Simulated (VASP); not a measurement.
# CdS (wurtzite type) (P6_3mc) in VASP: a series of runs

Runs on CdS (wurtzite type). Level: PBE. Tasks: relaxation of shape and atoms at fixed volume, relaxation of cell and atoms.

Everything below comes from runs of VASP 6.6.1. Logs are shortened: lines on timing, memory, paths and dates and some standing lists are left out, and cuts for length are marked.

## 1. The cell of the first run

Symmetry: P6_3mc, No. 186, hexagonal system. The conventional cell has a = 3.761 Å, b = 3.761 Å, c = 6.122 Å, α = 90.00°, β = 90.00°, γ = 120.00°. Cd (site symmetry 3m) has 4 S at 2.30 Å within 3.0 Å. S (site symmetry 3m) has 4 Cd at 2.30 Å within 3.0 Å.

## 2. Relaxation of shape and atoms at fixed volume, PBE

File INCAR:

```
SYSTEM = CdS
PREC = Accurate
ENCUT = 600
EDIFF = 1E-7
ISMEAR = -1
SIGMA = 0.1
LREAL = .False.
LASPH = .True.
NELM = 100
ALGO = Normal
ISIF = 4
LWAVE = .False.
LCHARG = .False.
GGA = PE
IBRION = 2
NSW = 50
EDIFFG = -0.005
```

File KPOINTS:

```
Automatic mesh
0
Gamma
  10 10 5
  0 0 0
```

File POSCAR:

```
CdS
1.0
    3.7607818368      0.0000000000      0.0000000000
   -1.8803909184      3.2569326088      0.0000000000
    0.0000000000      0.0000000000      6.1222421343
Cd S
2 2
Direct
    0.3333333333      0.6666666667     -0.0002061996
    0.6666666667      0.3333333333      0.4997938004
    0.3333333333      0.6666666667      0.3762061996
    0.6666666667      0.3333333333      0.8762061996
```

Potentials or basis: VASP PAW PBE potentials, release 64 (Cd, S).

Command:

```
> cat potpaw_PBE.64/Cd/POTCAR potpaw_PBE.64/S/POTCAR > POTCAR
> mpirun -np 1 vasp_std > vasp.out
```

OUTCAR:

```text
SYSTEM = CdS
   PREC = Accurate
   ENCUT = 600
   EDIFF = 1E-7
   ISMEAR = -1
   LREAL = .False.
   LASPH = .True.
   NELM = 100
   ISIF = 4
   GGA = PE
   IBRION = 2
   NSW = 50
   EDIFFG = -0.005

 ion  position               nearest neighbor table
   1  0.333  0.667  1.000-   4 2.30   4 2.30   4 2.30   3 2.30   2 3.75   2 3.75   2 3.75   2 3.75
                             2 3.75   2 3.75
   2  0.667  0.333  0.500-   3 2.30   3 2.30   3 2.30   4 2.30   1 3.75   1 3.75   1 3.75   1 3.75
                             1 3.75   1 3.75
   3  0.333  0.667  0.376-   2 2.30   2 2.30   2 2.30   1 2.30
   4  0.667  0.333  0.876-   1 2.30   1 2.30   1 2.30   2 2.30

  LATTYP: Found a hexagonal cell.
 ALAT       =     3.7607818368
 C/A-ratio  =     1.6279173853

  Lattice vectors:

 A1 = (   3.7607818368,   0.0000000000,   0.0000000000)
 A2 = (  -1.8803909184,   3.2569326088,   0.0000000000)
 A3 = (   0.0000000000,   0.0000000000,   6.1222421343)

Analysis of symmetry for initial positions (statically):
=====================================================================
 Subroutine PRICEL returns:
 Original cell was already a primitive cell.

 Routine SETGRP: Setting up the symmetry group for a
 hexagonal supercell.

 Subroutine GETGRP returns: Found 12 space group operations
 (whereof  6 operations were pure point group operations)
 out of a pool of 24 trial point group operations.

The static configuration has the point symmetry C_3v.
 The point group associated with its full space group is C_6v.

Analysis of symmetry for dynamics (positions and initial velocities):
=====================================================================
 Subroutine PRICEL returns:
 Original cell was already a primitive cell.

 Routine SETGRP: Setting up the symmetry group for a
 hexagonal supercell.

 Subroutine GETGRP returns: Found 12 space group operations
 (whereof  6 operations were pure point group operations)
 out of a pool of 24 trial point group operations.

The dynamic configuration has the point symmetry C_3v.
 The point group associated with its full space group is C_6v.

 Subroutine INISYM returns: Found 12 space group operations
 (whereof  6 operations are pure point group operations),
 and found     1 'primitive' translations

----------------------------------------------------------------------------------------

                                     Primitive cell

  volume of cell :      74.9890

  direct lattice vectors                    reciprocal lattice vectors
     3.760781837  0.000000000  0.000000000     0.265902156  0.153518682  0.000000000
    -1.880390918  3.256932609  0.000000000     0.000000000  0.307037363  0.000000000
     0.000000000  0.000000000  6.122242134     0.000000000  0.000000000  0.163338852

  length of vectors
     3.760781837  3.760781837  6.122242134     0.307037363  0.307037363  0.163338852

  position of ions in fractional coordinates (direct lattice)
     0.333333333  0.666666667  0.999793800
     0.666666667  0.333333333  0.499793800
     0.333333333  0.666666667  0.376206200
     0.666666667  0.333333333  0.876206200

  ion indices of the primitive-cell ions
   primitive index   ion index
                 1           1
                 2           2
                 3           3
                 4           4

----------------------------------------------------------------------------------------

 KPOINTS: Automatic mesh

Automatic generation of k-mesh.
 Grid dimensions read from file:
 generate k-points for:   10   10    5

 Generating k-lattice:

  Cartesian coordinates                     Fractional coordinates (reciprocal lattice)
     0.026590216  0.015351868  0.000000000     0.100000000  0.000000000  0.000000000
     0.000000000  0.030703736  0.000000000     0.000000000  0.100000000  0.000000000
     0.000000000  0.000000000  0.032667770     0.000000000  0.000000000  0.200000000

  Length of vectors
     0.030703736  0.030703736  0.032667770

  Shift w.r.t. Gamma in fractional coordinates (k-lattice)
     0.000000000  0.000000000  0.000000000

 Subroutine IBZKPT returns following result:
 ===========================================

 Found     42 irreducible k-points:

 Following reciprocal coordinates:
            Coordinates               Weight
  0.000000  0.000000  0.000000      1.000000
  0.100000 -0.000000  0.000000      6.000000
  0.200000 -0.000000  0.000000      6.000000
  0.300000 -0.000000  0.000000      6.000000
  0.400000  0.000000  0.000000      6.000000
  0.500000 -0.000000  0.000000      3.000000
[... 16 lines left out ...]
  0.300000  0.100000  0.200000     24.000000
  0.400000  0.100000  0.200000     24.000000
 [... further k-points ...]
   k-points           NKPTS =     42   k-points in BZ     NKDIM =     42   number of bands    NBANDS=     22
   number of dos      NEDOS =    301   number of ions     NIONS =      4
   total plane-waves  NPLWV =  45000
   dimension x,y,z NGX =    30 NGY =   30 NGZ =   50
   dimension x,y,z NGXF=    60 NGYF=   60 NGZF=  100
   ions per type =               2   2
   NGX,Y,Z   is equivalent  to a cutoff of  13.26, 13.26, 13.58 a.u.
   NGXF,Y,Z  is equivalent  to a cutoff of  26.52, 26.52, 27.15 a.u.
 SYSTEM =  CdS
   PREC   = accura    normal or accurate (medium, high low for compatibility)
   ISTART =      0    job   : 0-new  1-cont  2-samecut
   ICHARG =      2    charge: 1-file 2-atom 10-const
   ISPIN  =      1    spin polarized calculation?
   LNONCOLLINEAR =      F non collinear calculations
   LSORBIT =      F    spin-orbit coupling
   LASPH  =      T    aspherical Exc in radial PAW
   ENCUT  =  600.0 eV  44.10 Ry    6.64 a.u.   7.51  7.51 12.23*2*pi/ulx,y,z
   NELM   =    100;   NELMIN=  2; NELMDL= -5     # of ELM steps
   EDIFF  = 0.1E-06   stopping-criterion for ELM
   LREAL  =      F    real-space projection
   EDIFFG = -.5E-02   stopping-criterion for IOM
   NSW    =     50    number of steps for IOM
   IBRION =      2    ionic relax: 0-MD 1-quasi-New 2-CG
   NFREE  =      1    steps in history (QN), initial steepest desc. (CG)
   ISIF   =      4    stress and relaxation
   ISYM   =      2    0-nonsym 1-usesym 2-fastsym
   POTIM  = 0.5000    time-step for ionic-motion
   TEBEG  =    0.0;   TEEND  =   0.0 temperature during run
   PSTRESS=    0.0 pullay stress
   NELECT =      36.0000    total number of electrons
   NUPDOWN=      -1.0000    fix difference up-down
   EMIN   =  10.00;   EMAX   =-10.00  energy-range for DOS
   EFERMI =   0.00;   METHOD = LEGACY
   ISMEAR =    -1;   SIGMA  =   0.10  broadening in eV -4-tet -1-fermi 0-gaus
   EFERMI_NEDOS =   21; number of points for ismear=-14 and -15
   IALGO  =     38    algorithm
   IMIX   =      4    mixing-type and parameters
     AMIX     =   0.40;   BMIX     =  1.00
     AMIX_MAG =   1.60;   BMIX_MAG =  1.00
  volume/ion in A,a.u.               =      18.75       126.51
  Fermi-wavevector in a.u.,A,eV,Ry     =   1.281868  2.422379 22.356885  1.643185
  Thomas-Fermi vector in A             =   2.414212
   LORBIT       =      0    0 simple, 1 ext, 2 COOP (PROOUT), +10 PAW based schemes
   GGA     = PE    functional components
   LHFCALC =     F    Hartree Fock is set to
   AEXX    =    0.0000 exact exchange contribution
   IVDW    =     0    specifies the selected vdW correction
   LEPSILON=     F    determine dielectric tensor
   LRPA    =     F    only Hartree local field effects (RPA)
 conjugate gradient relaxation of ions
 non-spin polarized calculation
  energy-cutoff  :      600.00
  volume of cell :       74.99
 maximum number of plane-waves:      2539
   NGX = 15   NGY = 15   NGZ = 25

--------------------------------------- Ionic step        1  -------------------------------------------

 number of electron      35.9999998 magnetization

 Free energy of the ion-electron system (eV)
  ---------------------------------------------------
  ext. energy  EPLUGINS =         0.00000000
  ---------------------------------------------------
  free energy    TOTEN  =        -9.69934887 eV

  energy without entropy =       -9.69934611  energy(sigma->0) =       -9.69934749

------------------------ aborting loop because EDIFF is reached ----------------------------------------

  FORCE on cell =-STRESS in cart. coord.  units (eV):
  Direction    XX          YY          ZZ          XY          YZ          ZX
  --------------------------------------------------------------------------------------
  -------------------------------------------------------------------------------------
  Total       17.8148846     17.8148846     17.8576088      0.0000000      0.0000000     -0.0000000
  in kB      380.6240108    380.6240108    381.5368341      0.0000000      0.0000000     -0.0000000
  external PRESSURE =     380.9282852 kB  Pullay stress =       0.0000000 kB
[... 95 lines left out ...]
  FREE ENERGIE OF THE ION-ELECTRON SYSTEM (eV)
  ---------------------------------------------------
  free  energy   TOTEN  =        -9.6996900351 eV

  energy  without entropy=       -9.6996872554  energy(sigma->0) =       -9.69968865

[... ionic steps 4 to 24 ...]

--------------------------------------- Ionic step       25  -------------------------------------------

 number of electron      35.9999997 magnetization

------------------------ aborting loop because EDIFF is reached ----------------------------------------

  FORCE on cell =-STRESS in cart. coord.  units (eV):
  Direction    XX          YY          ZZ          XY          YZ          ZX
  --------------------------------------------------------------------------------------
  -------------------------------------------------------------------------------------
  Total       15.4524531     15.4524532     15.6051528      0.0000000      0.0000000     -0.0000000
  in kB      330.1494677    330.1494690    333.4119730      0.0000000      0.0000000     -0.0000000
  external PRESSURE =     331.2369699 kB  Pullay stress =       0.0000000 kB
[... 61 lines left out ...]
  energy  without entropy=       -9.8004733142  energy(sigma->0) =       -9.80057032

--------------------------------------- Ionic step       27  -------------------------------------------

 number of electron      35.9999997 magnetization

 Free energy of the ion-electron system (eV)
  ---------------------------------------------------
  ext. energy  EPLUGINS =         0.00000000
  ---------------------------------------------------
  free energy    TOTEN  =        -9.80179945 eV

  energy without entropy =       -9.80163737  energy(sigma->0) =       -9.80171841

 E-fermi :   5.0120     XC(G=0): -10.5988

 val. band max:        4.4544720460   @ k =   0.0000   0.0000   0.0000
 cond. band min:       5.3561963094   @ k =   0.0000   0.0000   0.0000
 fundamental gap:      0.9017242634
 Fermi energy:         5.0119635329

 k-point     1 :       0.0000    0.0000    0.0000
  band No.  band energies     occupation
      1     -10.2320      2.00000
      2      -9.5166      2.00000
      3      -5.2073      2.00000
      4      -4.7952      2.00000
      5      -4.7952      2.00000
      6      -4.6374      2.00000
[... 574 lines left out ...]
      6      -4.5604      2.00000
[... 14 lines left out ...]
     21       9.2020      0.00000
     22       9.9572      0.00000

 [... further k-points ...]

------------------------ aborting loop because EDIFF is reached ----------------------------------------

  FORCE on cell =-STRESS in cart. coord.  units (eV):
  Direction    XX          YY          ZZ          XY          YZ          ZX
  --------------------------------------------------------------------------------------
  -------------------------------------------------------------------------------------
  Total       15.4936788     15.4936788     15.4913435      0.0000000      0.0000000     -0.0000000
  in kB      331.0302747    331.0302761    330.9803803      0.0000000      0.0000000     -0.0000000
  external PRESSURE =     331.0136437 kB  Pullay stress =       0.0000000 kB
[... 19 lines left out ...]
  FREE ENERGIE OF THE ION-ELECTRON SYSTEM (eV)
  ---------------------------------------------------
  free  energy   TOTEN  =        -9.8017994506 eV

  energy  without entropy=       -9.8016373696  energy(sigma->0) =       -9.80171841

 reached required accuracy - stopping structural energy minimisation
```

It took 30 min on 1 thread of AMD EPYC 7R13, shared host; peak memory 0.26 GiB.

Results:

```yaml
Free_energy: -9.8018 eV
Energy_gained_by_relaxing: 25.6 meV/atom
Ionic_steps: 27
Pressure_after_relaxing: 33.1 GPa
Band_gap_on_the_k_mesh: 0.90 eV
```

The path:
```csv
step,energy change (eV),largest force (eV/Å),pressure (GPa),volume (Å³)
1,0.0000,0.0504,38.09,74.99
2,-0.0003,0.0012,38.09,74.99
3,-0.0003,0.0162,38.09,74.99
4,-0.0005,0.0167,38.08,74.99
5,-0.0008,0.0182,38.08,74.99
6,-0.0017,0.0219,38.07,74.99
7,-0.0037,0.0318,38.02,74.99
8,-0.0089,0.0613,37.91,74.99
9,-0.0220,0.1660,37.52,74.99
10,-0.0424,0.5888,36.19,74.99
11,0.1551,2.4314,32.32,74.99
12,-0.0253,0.8682,36.04,74.99
13,-0.0257,0.8432,36.11,74.99
14,-0.0449,0.6316,35.97,74.99
15,-0.0753,0.0355,35.71,74.99
16,-0.0768,0.1203,35.67,74.99
17,-0.0768,0.1379,35.67,74.99
18,-0.0774,0.1376,35.64,74.99
19,-0.0791,0.1362,35.55,74.99
20,-0.0825,0.1322,35.36,74.99
21,-0.0886,0.1185,34.98,74.99
22,-0.0981,0.0689,34.15,74.99
23,-0.0992,0.1204,32.26,74.99
24,-0.1023,0.0204,33.25,74.99
25,-0.1024,0.0329,33.12,74.99
26,-0.1013,0.1328,33.01,74.99
27,-0.1025,0.0009,33.10,74.99
```

Final structure:
```
Cd S
1.0
     3.54937    0.00000    0.00000
    -1.77468    3.07384    0.00000
     0.00000    0.00000    6.87329
Cd S
2 2
Direct
  0.33333 0.66667 0.02247
  0.66667 0.33333 0.52247
  0.33333 0.66667 0.35353
  0.66667 0.33333 0.85353
```

A k mesh can miss the band edges.

## 3. Relaxation of cell and atoms, PBE

This run uses another cell than the first one, of 24.76 Å³/atom.

File INCAR:

```
PREC = Accurate ; ENCUT = 600
EDIFF = 1E-7 ; ISMEAR = -1
SIGMA = 0.1 ; LREAL = False
LASPH = True ; NELM = 100
ALGO = Normal ; ISIF = 3
LWAVE = False ; LCHARG = False
GGA = PE ; IBRION = 2
NSW = 60 ; EDIFFG = -0.005
```

File KPOINTS:

```
Automatic mesh
0
Gamma
  10 10 5
```

File POSCAR:

```
CdS
1.0
    4.1242730115      0.0000000000      0.0000000000
   -2.0621365058      3.5717252001      0.0000000000
    0.0000000000      0.0000000000      6.7225650087
Cd S
2 2
Direct
    0.3333333333      0.6666666667      0.0000000000
    0.6666666667      0.3333333333      0.5000000000
    0.3333333333      0.6666666667      0.3760000000
    0.6666666667      0.3333333333      0.8760000000
```

Potentials or basis: VASP PAW PBE potentials, release 64 (Cd, S).

Command:

```
> cat potpaw_PBE.64/Cd/POTCAR potpaw_PBE.64/S/POTCAR > POTCAR
> mpirun -np 1 vasp_std > vasp.out
```

It took 9.3 min on 1 thread of AMD EPYC 7R13, shared host; peak memory 0.32 GiB.

Results (log left out):

```
Free energy                           : -12.2981 eV
Relaxed volume                        : 26.16 Å³/atom
Relaxed cell                          : a = 4.201 Å, b = 4.201 Å, c = 6.846 Å, α = 90.00°, β = 90.00°, γ = 120.00°
Space group after relaxing (to 0.1 Å) : P6_3mc (No. 186)
Energy gained by relaxing             : 13.9 meV/atom
Ionic steps                           : 6
Pressure after relaxing               : 0.0 GPa
Largest force after relaxing          : 0.005 eV/Å
Band gap on the k mesh                : 1.10 eV
```

Forces on the atoms (eV/Å):
```
Cd   0.000  0.000 -0.005
Cd   0.000  0.000 -0.005
S    0.000  0.000  0.005
S    0.000  0.000  0.005
```

The path:
| step | energy change (eV) | largest force (eV/Å) | pressure (GPa) | volume (Å³) |
| --- | --- | --- | --- | --- |
| 1 | 0.0000 | 0.0014 | 3.35 | 99.03 |
| 2 | -0.0498 | 0.0077 | -0.95 | 106.63 |
| 3 | -0.0557 | 0.0066 | 0.01 | 104.64 |
| 4 | -0.0557 | 0.0067 | -0.05 | 104.76 |
| 5 | -0.0557 | 0.0051 | 0.01 | 104.65 |
| 6 | -0.0557 | 0.0050 | 0.01 | 104.64 |

Final structure:
```cif
data_structure
_symmetry_space_group_name_H-M 'P 1'
_symmetry_Int_Tables_number 1
_cell_length_a 4.2013
_cell_length_b 4.2013
_cell_length_c 6.8456
_cell_angle_alpha 90.000
_cell_angle_beta 90.000
_cell_angle_gamma 120.000
_cell_volume 104.64
loop_
_atom_site_label
_atom_site_type_symbol
_atom_site_fract_x
_atom_site_fract_y
_atom_site_fract_z
_atom_site_occupancy
Cd1 Cd 0.33333 0.66667 0.99995 1
Cd2 Cd 0.66667 0.33333 0.49995 1
S1 S 0.33333 0.66667 0.37605 1
S2 S 0.66667 0.33333 0.87605 1
```

Levels at points of the mesh, in eV from the valence-band top:
| k point | band 14 | band 15 | band 16 | band 17 | band 18 | band 19 | band 20 | band 21 | band 22 |
| --- | --- | --- | --- | --- | --- | --- | --- | --- | --- |
| (0.00, 0.00, 0.00) | -0.69 | -0.69 | -0.04 | 0.00 | 0.00 | 1.10 | 2.74 | 6.49 | 6.49 |
| (0.50, 0.00, 0.00) | -3.33 | -2.43 | -1.71 | -1.18 | -0.69 | 3.61 | 3.88 | 5.12 | 6.23 |
